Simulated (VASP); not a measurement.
# Te (I4_1/amd) in VASP: a series of runs

Te is run at these levels: PBE; tasks: single point.

Program: VASP 6.6.1. These are calculated values, not measurements. Logs are shortened: lines on timing, memory, paths and dates and some standing lists are left out, and cuts for length are marked.

## (1) The cell of the first run

It takes space group I4_1/amd (No. 141, tetragonal). The conventional cell has a = 4.590 Å, b = 4.590 Å, c = 2.444 Å, α = 90.00°, β = 90.00°, γ = 90.00°. Within 3.1 Å of Te (site symmetry -4m2) lie 10 Te at 2.37 to 2.94 Å.

## (2) Single point, PBE

INCAR reads:

```
SYSTEM = Te
  ALGO = Normal
  EDIFF = 1E-6
  ENCUT = 520
  GGA = PE
  ISIF = 2
  ISMEAR = -1
  LASPH = .TRUE.
  LCHARG = .FALSE.
  LREAL = .FALSE.
  LWAVE = .FALSE.
  NBANDS = 13
  NELM = 80
  PREC = Accurate
  SIGMA = 0.08
```

KPOINTS reads:

```
k-points
0
G
  15 15 15
  0 0 0
```

POSCAR reads:

```
Te
1.0
   -2.2949852390      2.2949852390      1.2219548523
    2.2949852390     -2.2949852390      1.2219548523
    2.2949852390      2.2949852390     -1.2219548523
Te
2
Direct
   -0.3750000000     -0.1250000000     -0.2500000000
    0.3750000000      0.1250000000      0.2500000000
```

Potentials or basis: VASP PAW PBE potentials, release 64 (Te).

On the command line:

```
$ cat potpaw_PBE.64/Te/POTCAR > POTCAR
$ mpirun -np 1 vasp_std > vasp.out
```

OUTCAR:

```text
SYSTEM = Te
   EDIFF = 1E-6
   ENCUT = 520
   GGA = PE
   ISIF = 2
   ISMEAR = -1
   LASPH = .TRUE.
   LREAL = .FALSE.
   NELM = 80
   PREC = Accurate

 ion  position               nearest neighbor table
   1  0.625  0.875  0.750-   2 2.37   2 2.37   2 2.37   2 2.37   2 2.94   2 2.94   2 2.94   2 2.94

   2  0.375  0.125  0.250-   1 2.37   1 2.37   1 2.37   1 2.37   1 2.94   1 2.94   1 2.94   1 2.94

  LATTYP: Found a body centered tetragonal cell.
 ALAT       =     4.5899704780
 C/A-ratio  =     0.5324456260

  Lattice vectors:

 A1 = (  -2.2949852390,   2.2949852390,   1.2219548523)
 A2 = (   2.2949852390,  -2.2949852390,   1.2219548523)
 A3 = (   2.2949852390,   2.2949852390,  -1.2219548523)

Analysis of symmetry for initial positions (statically):
=====================================================================
 Subroutine PRICEL returns:
 Original cell was already a primitive cell.

 Routine SETGRP: Setting up the symmetry group for a
 body centered tetragonal supercell.

 Subroutine GETGRP returns: Found 16 space group operations
 (whereof  4 operations were pure point group operations)
 out of a pool of 16 trial point group operations.

The static configuration has the point symmetry C_2h.
 The point group associated with its full space group is D_4h.

Analysis of symmetry for dynamics (positions and initial velocities):
=====================================================================
 Subroutine PRICEL returns:
 Original cell was already a primitive cell.

 Routine SETGRP: Setting up the symmetry group for a
 body centered tetragonal supercell.

 Subroutine GETGRP returns: Found 16 space group operations
 (whereof  4 operations were pure point group operations)
 out of a pool of 16 trial point group operations.

The dynamic configuration has the point symmetry C_2h.
 The point group associated with its full space group is D_4h.

 Subroutine INISYM returns: Found 16 space group operations
 (whereof  4 operations are pure point group operations),
 and found     1 'primitive' translations

----------------------------------------------------------------------------------------

                                     Primitive cell

  volume of cell :      25.7439

  direct lattice vectors                    reciprocal lattice vectors
    -2.294985239  2.294985239  1.221954852     0.000000000  0.217866325  0.409180420
     2.294985239 -2.294985239  1.221954852     0.217866325  0.000000000  0.409180420
[... 90 lines left out ...]
   NFREE  =      0    steps in history (QN), initial steepest desc. (CG)
   ISIF   =      2    stress and relaxation
   ISYM   =      2    0-nonsym 1-usesym 2-fastsym
   POTIM  = 0.5000    time-step for ionic-motion
   TEBEG  =    0.0;   TEEND  =   0.0 temperature during run
   PSTRESS=    0.0 pullay stress
   NELECT =      12.0000    total number of electrons
   NUPDOWN=      -1.0000    fix difference up-down
   EMIN   =  10.00;   EMAX   =-10.00  energy-range for DOS
   EFERMI =   0.00;   METHOD = LEGACY
   ISMEAR =    -1;   SIGMA  =   0.08  broadening in eV -4-tet -1-fermi 0-gaus
   EFERMI_NEDOS =   21; number of points for ismear=-14 and -15
   IALGO  =     38    algorithm
   IMIX   =      4    mixing-type and parameters
     AMIX     =   0.40;   BMIX     =  1.00
     AMIX_MAG =   1.60;   BMIX_MAG =  1.00
  volume/ion in A,a.u.               =      12.87        86.86
  Fermi-wavevector in a.u.,A,eV,Ry     =   1.269337  2.398699 21.921929  1.611216
  Thomas-Fermi vector in A             =   2.402384
   LORBIT       =      0    0 simple, 1 ext, 2 COOP (PROOUT), +10 PAW based schemes
   GGA     = PE    functional components
   LHFCALC =     F    Hartree Fock is set to
   AEXX    =    0.0000 exact exchange contribution
   IVDW    =     0    specifies the selected vdW correction
   LEPSILON=     F    determine dielectric tensor
   LRPA    =     F    only Hartree local field effects (RPA)
 non-spin polarized calculation
  energy-cutoff  :      520.00
  volume of cell :       25.74
 maximum number of plane-waves:       717
 NGX is ok and might be reduce to    28
   NGX = 13   NGY = 13   NGZ = 13

 number of electron      12.0000000 magnetization

 Free energy of the ion-electron system (eV)
  ---------------------------------------------------
  ext. energy  EPLUGINS =         0.00000000
  ---------------------------------------------------
  free energy    TOTEN  =        10.99763167 eV

  energy without entropy =       11.01923786  energy(sigma->0) =       11.00843476

 E-fermi :  24.0451     XC(G=0): -13.8839

 val. band max:       24.0355109211   @ k =   0.1333   0.0667   0.0667
 cond. band min:      24.0510164706   @ k =  -0.3333   0.3333   0.2000
 fundamental gap:      0.0155055495
 Fermi energy:        24.0451024872

 k-point     1 :       0.0000    0.0000    0.0000
  band No.  band energies     occupation
      1      -0.4266      2.00000
      2      13.7275      2.00000
      3      13.7275      2.00000
      4      15.0132      2.00000
      5      21.0333      2.00000
      6      27.9538      0.00000
      7      27.9538      0.00000
      8      30.6354      0.00000
      9      31.3805      0.00000
     10      32.3896      0.00000
     11      32.9633      0.00000
     12      33.7845      0.00000
     13      33.7845      0.00000
[... 354 lines left out ...]
  band No.  band energies     occupation
      1       3.1463      2.00000
      2      13.0750      2.00000
      3      16.0632      2.00000
      4      17.1637      2.00000
      5      18.9600      2.00000
      6      20.8116      2.00000
      7      23.2259      1.99993
      8      23.8230      1.88279
      9      25.4507      0.00000
     10      28.3574      0.00000
     11      30.1611      0.00000
     12      35.8316      0.00000
     13      38.1657      0.00000

 [... further k-points ...]
[... 5 lines left out ...]
  --------------------------------------------------------------------------------------
  -------------------------------------------------------------------------------------
  Total       52.2573355     52.2573355     52.2647611     -0.0000000     -0.0000000     -0.0000000
  in kB     3252.2423394   3252.2423394   3252.7044771     -0.0000000     -0.0000000     -0.0000000
  external PRESSURE =    3252.3963853 kB  Pullay stress =       0.0000000 kB

 VOLUME and BASIS-vectors are now :
 -----------------------------------------------------------------------------
  energy-cutoff  :      520.00
  volume of cell :       25.74
      direct lattice vectors                 reciprocal lattice vectors
    -2.294985239  2.294985239  1.221954852     0.000000000  0.217866325  0.409180420
     2.294985239 -2.294985239  1.221954852     0.217866325  0.000000000  0.409180420
     2.294985239  2.294985239 -1.221954852     0.217866325  0.217866325  0.000000000

 POSITION                                       TOTAL-FORCE (eV/Angst)
 -----------------------------------------------------------------------------------
      2.29499      1.14749      0.91647         0.000000     -0.000000      0.000000
      0.00000      1.14749      0.30549        -0.000000      0.000000     -0.000000
 -----------------------------------------------------------------------------------
    total drift:                               -0.000000      0.000000     -0.000000

  FREE ENERGIE OF THE ION-ELECTRON SYSTEM (eV)
  ---------------------------------------------------
  free  energy   TOTEN  =        10.9976316665 eV

  energy  without entropy=       11.0192378634  energy(sigma->0) =       11.00843476
```

OSZICAR:

```text
N       E                     dE             d eps       ncg     rms          rms(c)
DAV:   1     0.618446119658E+02    0.61845E+02   -0.51421E+03  7488   0.813E+02
DAV:   2     0.125329837748E+02   -0.49312E+02   -0.46869E+02  9966   0.142E+02
DAV:   3     0.106604912287E+02   -0.18725E+01   -0.18545E+01  9628   0.276E+01
DAV:   4     0.106492124797E+02   -0.11279E-01   -0.11275E-01  9019   0.270E+00
DAV:   5     0.106491285336E+02   -0.83946E-04   -0.83946E-04  9671   0.243E-01    0.470E+01
DAV:   6     0.108812302973E+02    0.23210E+00   -0.41162E-02  8413   0.120E+00    0.286E+01
DAV:   7     0.109957282240E+02    0.11450E+00   -0.69464E-02  8791   0.157E+00    0.944E-01
DAV:   8     0.109975804603E+02    0.18522E-02   -0.35613E-03  8844   0.374E-01    0.696E-02
DAV:   9     0.109976115497E+02    0.31089E-04   -0.10440E-04  9890   0.612E-02    0.609E-02
DAV:  10     0.109976167719E+02    0.52222E-05   -0.12145E-06  6999   0.880E-03    0.188E-02
DAV:  11     0.109976311977E+02    0.14426E-04   -0.49697E-06  8738   0.121E-02    0.585E-03
DAV:  12     0.109976316665E+02    0.46876E-06   -0.78704E-08  5174   0.218E-03
   1 F= 0.10997632E+02 E0= 0.11008435E+02  d E =-.216062E-01
```

stdout:

```text
POSCAR found type information on POSCAR Te
 POSCAR found :  1 types and       2 ions
 scaLAPACK will be used
 LDA part: xc-table for (Slater+PW92), standard interpolation
 POSCAR, INCAR and KPOINTS ok, starting setup
 FFT: planning ... GRIDC
 FFT: planning ... GRID_SOFT
 FFT: planning ... GRID
 WAVECAR not read
 entering main loop
```

Wall time 1.9 min (1 thread of Oxide Virtual Turin-like, shared host); peak memory 0.18 GiB.

What came out:

- Free energy: 10.9976 eV
- Pressure: 325.2 GPa
- Band gap on the k mesh: zero (band 6 reaches 32.15 eV, above the bottom of band 7 at 21.21 eV)

Levels at points of the mesh, in eV from the Fermi level:
```
           k point  band 3  band 4  band 5  band 6  band 7  band 8  band 9  band 10
(0.00, 0.00, 0.00)  -10.32   -9.03   -3.01    3.91    3.91    6.59    7.34     8.34
```

Caveat: spin-orbit coupling is left out, which moves the levels of the heavy elements.

## (3) Single point, PBE (volume scaled by 0.4, source ansatz)

INCAR reads:

```
PREC     = Accurate       # precision mode
ENCUT    = 520            # plane-wave cutoff, eV
EDIFF    = 1E-7           # SCF threshold, eV
ISMEAR   = -1             # smearing method
SIGMA    = 0.08           # smearing width, eV
LREAL    = False          # projectors in reciprocal space
LASPH    = True           # aspherical terms in the spheres
NELM     = 60             # most SCF steps
ALGO     = Normal         # electronic algorithm
ISIF     = 2              # what is computed and relaxed
LWAVE    = False          # write WAVECAR
LCHARG   = False          # write CHGCAR
GGA      = PE             # functional
NBANDS   = 13             # bands
```

KPOINTS reads:

```
regular mesh
0
Gamma
  15 15 15
```

POSCAR is that of step 2.

Potentials or basis: VASP PAW PBE potentials, release 64 (Te).

On the command line:

```
$ cat potpaw_PBE.64/Te/POTCAR > POTCAR
$ mpirun -np 1 vasp_std > vasp.out
```

OUTCAR:

```text
PREC = Accurate
   ENCUT = 520
   EDIFF = 1E-7
   ISMEAR = -1
   LREAL = False
   LASPH = True
   NELM = 60
   ISIF = 2
   GGA = PE

 ion  position               nearest neighbor table
   1  0.625  0.875  0.750-   2 2.37   2 2.37   2 2.37   2 2.37   2 2.94   2 2.94   2 2.94   2 2.94

   2  0.375  0.125  0.250-   1 2.37   1 2.37   1 2.37   1 2.37   1 2.94   1 2.94   1 2.94   1 2.94

  LATTYP: Found a body centered tetragonal cell.
 ALAT       =     4.5899704780
 C/A-ratio  =     0.5324456260

  Lattice vectors:

 A1 = (  -2.2949852390,   2.2949852390,   1.2219548523)
 A2 = (   2.2949852390,  -2.2949852390,   1.2219548523)
 A3 = (   2.2949852390,   2.2949852390,  -1.2219548523)

Analysis of symmetry for initial positions (statically):
=====================================================================
 Subroutine PRICEL returns:
 Original cell was already a primitive cell.

 Routine SETGRP: Setting up the symmetry group for a
 body centered tetragonal supercell.

 Subroutine GETGRP returns: Found 16 space group operations
 (whereof  4 operations were pure point group operations)
 out of a pool of 16 trial point group operations.

The static configuration has the point symmetry C_2h.
[... 169 lines left out ...]

 k-point     1 :       0.0000    0.0000    0.0000
  band No.  band energies     occupation
      1      -0.4266      2.00000
      2      13.7275      2.00000
      3      13.7275      2.00000
      4      15.0132      2.00000
      5      21.0333      2.00000
      6      27.9538      0.00000
      7      27.9538      0.00000
      8      30.6354      0.00000
      9      31.3805      0.00000
     10      32.3896      0.00000
     11      32.9633      0.00000
     12      33.7845      0.00000
     13      33.7845      0.00000
[... 354 lines left out ...]
  band No.  band energies     occupation
      1       3.1463      2.00000
      2      13.0750      2.00000
      3      16.0632      2.00000
      4      17.1636      2.00000
      5      18.9600      2.00000
      6      20.8116      2.00000
      7      23.2259      1.99993
      8      23.8230      1.88278
      9      25.4507      0.00000
     10      28.3574      0.00000
     11      30.1611      0.00000
     12      35.8316      0.00000
     13      38.1657      0.00000

 [... further k-points ...]
[... 5 lines left out ...]
  --------------------------------------------------------------------------------------
  -------------------------------------------------------------------------------------
  Total       52.2573549     52.2573549     52.2645286     -0.0000000      0.0000000     -0.0000000
  in kB     3252.2435485   3252.2435485   3252.6900064     -0.0000000      0.0000000     -0.0000000
  external PRESSURE =    3252.3923678 kB  Pullay stress =       0.0000000 kB

 VOLUME and BASIS-vectors are now :
 -----------------------------------------------------------------------------
  energy-cutoff  :      520.00
  volume of cell :       25.74
      direct lattice vectors                 reciprocal lattice vectors
    -2.294985239  2.294985239  1.221954852     0.000000000  0.217866325  0.409180420
     2.294985239 -2.294985239  1.221954852     0.217866325  0.000000000  0.409180420
     2.294985239  2.294985239 -1.221954852     0.217866325  0.217866325  0.000000000

 POSITION                                       TOTAL-FORCE (eV/Angst)
 -----------------------------------------------------------------------------------
      2.29499      1.14749      0.91647        -0.000000      0.000000      0.000000
      0.00000      1.14749      0.30549         0.000000     -0.000000     -0.000000
 -----------------------------------------------------------------------------------
    total drift:                               -0.000000      0.000000     -0.000000

  FREE ENERGIE OF THE ION-ELECTRON SYSTEM (eV)
  ---------------------------------------------------
  free  energy   TOTEN  =        10.9976317506 eV

  energy  without entropy=       11.0192378913  energy(sigma->0) =       11.00843482
```

stdout:

```text
POSCAR found type information on POSCAR Te
 POSCAR found :  1 types and       2 ions
 scaLAPACK will be used
 LDA part: xc-table for (Slater+PW92), standard interpolation
 POSCAR, INCAR and KPOINTS ok, starting setup
 FFT: planning ... GRIDC
 FFT: planning ... GRID_SOFT
 FFT: planning ... GRID
 WAVECAR not read
 entering main loop
```

Wall time 3.5 min (1 thread of Oxide Virtual Turin-like, shared host); peak memory 0.19 GiB.

What came out:

* Free energy: 10.9976 eV
* Pressure: 325.2 GPa
* Band gap on the k mesh: zero (band 6 reaches 32.15 eV, above the bottom of band 7 at 21.21 eV)

Levels at points of the mesh, in eV from the Fermi level:
| k point | band 2 | band 3 | band 4 | band 5 | band 6 | band 7 | band 8 | band 9 | band 10 | band 11 |
| --- | --- | --- | --- | --- | --- | --- | --- | --- | --- | --- |
| (0.00, 0.00, 0.00) | -10.32 | -10.32 | -9.03 | -3.01 | 3.91 | 3.91 | 6.59 | 7.34 | 8.34 | 8.92 |

Caveat: spin-orbit coupling is left out, which moves the levels of the heavy elements.

(Continued in part 2 of 2.)
